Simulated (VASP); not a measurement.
# TePb (Pm-3m) in VASP: notebook, part 2 of 2

VASP 6.6.1.

## 5. Single point, HF

This run uses another cell than the first one, of 33.34 Å³/atom, 1.040 times its volume.

File POSCAR:

```
TePb
1.0
    4.0549547108      0.0000000000      0.0000000000
    0.0000000000      4.0549547108      0.0000000000
    0.0000000000      0.0000000000      4.0549547108
Pb Te
1 1
Direct
    0.0000000000      0.0000000000      0.0000000000
    0.5000000000      0.5000000000      0.5000000000
```

File INCAR.step1:

```
SYSTEM = TePb
PREC = Accurate
ENCUT = 520
EDIFF = 1E-5
ISMEAR = -1
SIGMA = 0.05
LREAL = .FALSE.
LASPH = .TRUE.
NELM = 100
ALGO = Normal
ISIF = 2
LWAVE = .TRUE.
LCHARG = .FALSE.
NBANDS = 17
GGA = PE
```

File INCAR.step2:

```
SYSTEM = TePb
PREC = Accurate
ENCUT = 520
EDIFF = 1E-6
ISMEAR = -1
SIGMA = 0.05
LREAL = .FALSE.
LASPH = .TRUE.
NELM = 100
ALGO = Normal
ISIF = 2
LWAVE = .FALSE.
LCHARG = .FALSE.
GGA = PE
LHFCALC = .TRUE.
AEXX = 1.0
ALDAC = 0.0
AGGAC = 0.0
PRECFOCK = Normal
NBANDS = 17
ISTART = 1
```

File KPOINTS:

```
Automatic mesh
0
G
  4 4 4
  0 0 0
```

Potentials or basis: VASP PAW PBE potentials, release 64 (Pb_d, Te).

On the command line:

```bash
$ cat potpaw_PBE.64/Pb_d/POTCAR potpaw_PBE.64/Te/POTCAR > POTCAR
$ cp INCAR.step1 INCAR
$ mpirun -np 1 vasp_std > vasp.out
$ cp INCAR.step2 INCAR
$ mpirun -np 1 vasp_std > vasp.out
```

OUTCAR:

```text
SYSTEM = TePb
   PREC = Accurate
   ENCUT = 520
   EDIFF = 1E-6
   ISMEAR = -1
   LREAL = .FALSE.
   LASPH = .TRUE.
   NELM = 100
   ISIF = 2
   GGA = PE
   LHFCALC = .TRUE.
   AEXX = 1.0
   PRECFOCK = Normal
   ISTART = 1

 ion  position               nearest neighbor table
   1  0.000  0.000  0.000-   2 3.51   2 3.51   2 3.51   2 3.51   2 3.51   2 3.51   2 3.51   2 3.51

   2  0.500  0.500  0.500-   1 3.51   1 3.51   1 3.51   1 3.51   1 3.51   1 3.51   1 3.51   1 3.51

  LATTYP: Found a simple cubic cell.
 ALAT       =     4.0549547108

  Lattice vectors:

 A1 = (   4.0549547108,   0.0000000000,   0.0000000000)
 A2 = (   0.0000000000,   4.0549547108,   0.0000000000)
 A3 = (   0.0000000000,   0.0000000000,   4.0549547108)

Analysis of symmetry for initial positions (statically):
=====================================================================
 Subroutine PRICEL returns:
 Original cell was already a primitive cell.

 Routine SETGRP: Setting up the symmetry group for a
 simple cubic supercell.

 Subroutine GETGRP returns: Found 48 space group operations
 (whereof 48 operations were pure point group operations)
[... 152 lines left out ...]
  free energy    TOTEN  =       -16.60866363 eV

  energy without entropy =      -16.60866348  energy(sigma->0) =      -16.60866356

 E-fermi :   6.1544     XC(G=0):   0.0000

 val. band max:        5.4680370411   @ k =   0.5000   0.5000   0.5000
 cond. band min:       6.8407959728   @ k =   0.5000   0.5000   0.0000
 fundamental gap:      1.3727589317
 Fermi energy:         6.1544318191

 k-point     1 :       0.0000    0.0000    0.0000
  band No.  band energies     occupation
      1     -20.0539      2.00000
      2     -20.0539      2.00000
      3     -20.0001      2.00000
      4     -20.0001      2.00000
      5     -20.0001      2.00000
      6     -12.0055      2.00000
[... 177 lines left out ...]
      4     -19.9539      2.00000
      5     -19.9539      2.00000
      6      -8.5506      2.00000
[... 9 lines left out ...]
     16      25.7328      0.00000
     17      25.7328      0.00000

------------------------ aborting loop because EDIFF is reached ----------------------------------------

  FORCE on cell =-STRESS in cart. coord.  units (eV):
  Direction    XX          YY          ZZ          XY          YZ          ZX
  --------------------------------------------------------------------------------------
  -------------------------------------------------------------------------------------
  Total        0.5284193      0.5284193      0.5284193      0.0000000      0.0000000      0.0000000
  in kB       12.6978802     12.6978802     12.6978802      0.0000000      0.0000000      0.0000000
  external PRESSURE =      12.6978802 kB  Pullay stress =       0.0000000 kB

 VOLUME and BASIS-vectors are now :
 -----------------------------------------------------------------------------
  energy-cutoff  :      520.00
  volume of cell :       66.67
      direct lattice vectors                 reciprocal lattice vectors
     4.054954711  0.000000000  0.000000000     0.246611879  0.000000000  0.000000000
     0.000000000  4.054954711  0.000000000     0.000000000  0.246611879  0.000000000
     0.000000000  0.000000000  4.054954711     0.000000000  0.000000000  0.246611879

 POSITION                                       TOTAL-FORCE (eV/Angst)
 -----------------------------------------------------------------------------------
      0.00000      0.00000      0.00000         0.000000      0.000000      0.000000
      2.02748      2.02748      2.02748         0.000000      0.000000      0.000000
 -----------------------------------------------------------------------------------
    total drift:                               -0.000001      0.000001      0.000000

  FREE ENERGIE OF THE ION-ELECTRON SYSTEM (eV)
  ---------------------------------------------------
  free  energy   TOTEN  =       -16.6086636320 eV

  energy  without entropy=      -16.6086634812  energy(sigma->0) =      -16.60866356
```

Wall time 12 min (1 thread of Intel Xeon Platinum 8488C (Sapphire Rapids), shared host); peak memory 0.18 GiB.

What came out:

```yaml
Free_energy: -16.6087 eV
Pressure: 1.3 GPa
Band_gap_on_the_k_mesh: zero (band 10 reaches 6.84 eV, above the bottom of band 11 at 5.47 eV)
```

Levels at points of the mesh, in eV from the Fermi level:
```tsv
k point	band 8	band 9	band 10	band 11	band 12	band 13
(0.00, 0.00, 0.00)	-4.07	-4.07	-4.07	7.97	7.97	9.67
(0.50, 0.00, 0.00)	-2.62	-2.29	-2.29	2.92	5.86	5.86
(0.50, 0.50, 0.00)	-7.75	-7.75	0.69	7.65	7.85	7.85
(0.50, 0.50, 0.50)	-5.29	-5.29	-5.29	-0.69	-0.69	-0.69
```

Caveat: the k points lie up to 0.39 Å⁻¹ apart; the PAW data sets were made with another functional, which shifts forces and pressure a little; spin-orbit coupling is left out, which moves the levels of the heavy elements.

## 6. Single point, PBE

File INCAR:

```
SYSTEM = TePb
PREC     = Accurate       ! precision mode
ENCUT    = 500            ! plane-wave cutoff, eV
EDIFF    = 1E-6           ! SCF threshold, eV
ISMEAR   = 0              ! smearing method
SIGMA    = 0.026000000000000002 ! smearing width, eV
LREAL    = .False.        ! projectors in reciprocal space
LASPH    = .True.         ! aspherical terms in the spheres
NELM     = 120            ! most SCF steps
ALGO     = Normal         ! electronic algorithm
ISIF     = 2              ! what is computed and relaxed
LWAVE    = .False.        ! write WAVECAR
LCHARG   = .False.        ! write CHGCAR
GGA      = PE             ! functional
NBANDS   = 17             ! bands
GGA_COMPAT= .False.
```

File KPOINTS:

```
Automatic mesh
0
Gamma
  7 7 7
  0 0 0
```

File POSCAR:

```
TePb
1.0
    4.0022870000      0.0000000000      0.0000000000
    0.0000000000      4.0022870000      0.0000000000
    0.0000000000      0.0000000000      4.0022870000
Pb Te
1 1
Direct
    0.0000000000      0.0000000000      0.0000000000
    0.5000000000      0.5000000000      0.5000000000
```

Potentials or basis: VASP PAW PBE potentials, release 64 (Pb_d, Te).

On the command line:

```bash
$ cat potpaw_PBE.64/Pb_d/POTCAR potpaw_PBE.64/Te/POTCAR > POTCAR
$ mpirun -np 1 vasp_std > vasp.out
```

Wall time 30 s (1 thread of AMD EPYC 7R43 (Zen 3), shared host); peak memory 0.14 GiB.

Results (log left out):

* Free energy: -7.0526 eV
* Pressure: 0.0 GPa
* Band gap on the k mesh: zero (band 10 reaches 6.57 eV, above the bottom of band 11 at 5.77 eV)

Levels at points of the mesh, in eV from the Fermi level:
```tsv
k point	band 6	band 7	band 8	band 9	band 10	band 11	band 12	band 13	band 14	band 15
(0.00, 0.00, 0.00)	-12.17	-6.79	-1.57	-1.57	-1.57	4.00	4.00	5.23	5.23	5.23
```

Caveat: spin-orbit coupling is left out, which moves the levels of the heavy elements.

## 7. Summary

```tsv
level	cell	k mesh	cutoff (eV)	smearing	grid for exact exchange (PRECFOCK)	gap on the mesh (eV)	pressure (GPa)
PBE	a = 4.002 Å, 2 atoms	4 × 4 × 4	500	fermi-dirac 0.04 eV	-	none	0.5
HF	a = 4.002 Å, 2 atoms	4 × 4 × 4	520	fermi-dirac 0.05 eV	Normal	none	3.2
HF	a = 4.029 Å, 2 atoms	4 × 4 × 4	520	fermi-dirac 0.05 eV	Normal	none	2.2
HF	a = 4.055 Å, 2 atoms	4 × 4 × 4	520	fermi-dirac 0.05 eV	Normal	none	1.3
PBE	a = 4.002 Å, 2 atoms	7 × 7 × 7	500	gaussian 0.026 eV	-	none	0.0
```

Alike in all rows: task single point; potentials or basis VASP PAW PBE potentials, release 64 (Pb_d, Te); no spin polarisation.

Caveats: some runs use coarse meshes; spin-orbit coupling is left out, which moves the levels of the heavy elements; the PAW data sets were made with another functional, which shifts forces and pressure a little (some runs).

Total energies depend on the potentials used, so only differences within one code and one set of settings carry meaning.
